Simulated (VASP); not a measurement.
Crystal: InP.

```
CELL_PARAMETERS angstrom
0.00000 2.96906 2.96906
2.96906 0.00000 2.96906
2.96906 2.96906 0.00000
ATOMIC_POSITIONS crystal
In 0.00000 0.00000 0.00000
P 0.75000 0.75000 0.75000
```

Base run:

| Item | Value |
| --- | --- |
| Program | VASP 6.6.1 |
| Functional | b88 exchange, pbe correlation |
| Potentials or basis | VASP PAW PBE potentials, release 64 (In_d, P) |
| Cutoff | 500 eV |
| k mesh | 8 × 8 × 8 |
| Occupations | fermi-dirac, width 0.05 eV |
| Spin | no spin polarisation |

Its results: band gap on the k mesh 0.48 eV; pressure 0.5 GPa.

The run is repeated on the same cell with these changes: functional from b88 exchange, pbe correlation to r2SCAN; cutoff from 500 eV to 520 eV. What comes out?

Band gap on the k mesh 0.94 eV; pressure -1.1 GPa.

Caveats: the PAW data sets were made with another functional, which shifts forces and pressure a little; spin-orbit coupling is left out, which moves the levels of the heavy elements.

